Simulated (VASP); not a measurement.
A run of VASP 6.6.1:

INCAR

```
SYSTEM = AlIn
ALGO     = Normal         ! electronic algorithm
EDIFF    = 1E-6           ! SCF threshold, eV
EDIFFG   = -0.005         ! ionic threshold
ENCUT    = 600            ! plane-wave cutoff, eV
GGA      = PS             ! functional
IBRION   = 2              ! ionic algorithm
ISIF     = 3              ! what is computed and relaxed
ISMEAR   = 0              ! smearing method
LASPH    = .TRUE.         ! aspherical terms in the spheres
LCHARG   = .FALSE.        ! write CHGCAR
LREAL    = .FALSE.        ! projectors in reciprocal space
LWAVE    = .FALSE.        ! write WAVECAR
NELM     = 100            ! most SCF steps
NSW      = 100            ! ionic steps
PREC     = Accurate       ! precision mode
SIGMA    = 0.1            ! smearing width, eV
```

The input KPOINTS:

```
k-points
0
G
  14 14 8
  0 0 0
```

File POSCAR:

```
AlIn
1.0
    1.7622726771     -2.4922299206      0.0000000000
    1.7622726771      2.4922299206      0.0000000000
    0.0000000000      0.0000000000      4.9844598412
Al In
1 1
Direct
    0.5000000000      0.5000000000      0.5000000000
    0.0000000000      0.0000000000      0.0000000000
```

Potentials or basis: VASP PAW PBE potentials, release 64 (Al, In_d).

Command:

```console
$ cat potpaw_PBE.64/Al/POTCAR potpaw_PBE.64/In_d/POTCAR > POTCAR
$ mpirun -np 1 vasp_std > vasp.out
```

Hardware: 1 thread of Intel(R) Xeon(R) 6975P-C (Granite Rapids), on a shared host.

Q: How long does it take, and how much memory?

A: It took 9.9 min on 1 thread of Intel(R) Xeon(R) 6975P-C (Granite Rapids) (shared host), peak memory 0.34 GiB. Counts: scf iterations 180, k points 285, ion steps 30.
